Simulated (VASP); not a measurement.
A run of VASP 6.6.1:

Contents of INCAR:

```
ALGO = Normal
EDIFF = 1E-6
ENCUT = 520
ISIF = 2
ISMEAR = -1
LASPH = True
LCHARG = False
LREAL = False
LWAVE = False
NBANDS = 13
NELM = 100
PREC = Accurate
SIGMA = 0.05
```

Contents of KPOINTS:

```
k-points
0
Gamma
  11 11 10
```

File POSCAR:

```
Ge
1.0
    1.3877718785     -2.5830623466      0.0000000000
    1.3877718785      2.5830623466      0.0000000000
    0.0000000000      0.0000000000      2.6801215215
Ge
1
Direct
    0.5000000000      0.5000000000      0.0000000000
```

Potentials or basis: VASP PAW LDA potentials, release 64 (Ge_d).

Launch:

```console
$ cat potpaw_LDA.64/Ge_d/POTCAR > POTCAR
$ mpirun -np 1 vasp_std > vasp.out
```

Hardware: 1 thread of Intel(R) Xeon(R) 6975P-C (Granite Rapids) (shared host).

Task: How long does it take, and how much memory?

Result: It took 13 s on 1 thread of Intel(R) Xeon(R) 6975P-C (Granite Rapids) (shared host), peak memory 0.15 GiB. Counts: scf iterations 10, k points 216.
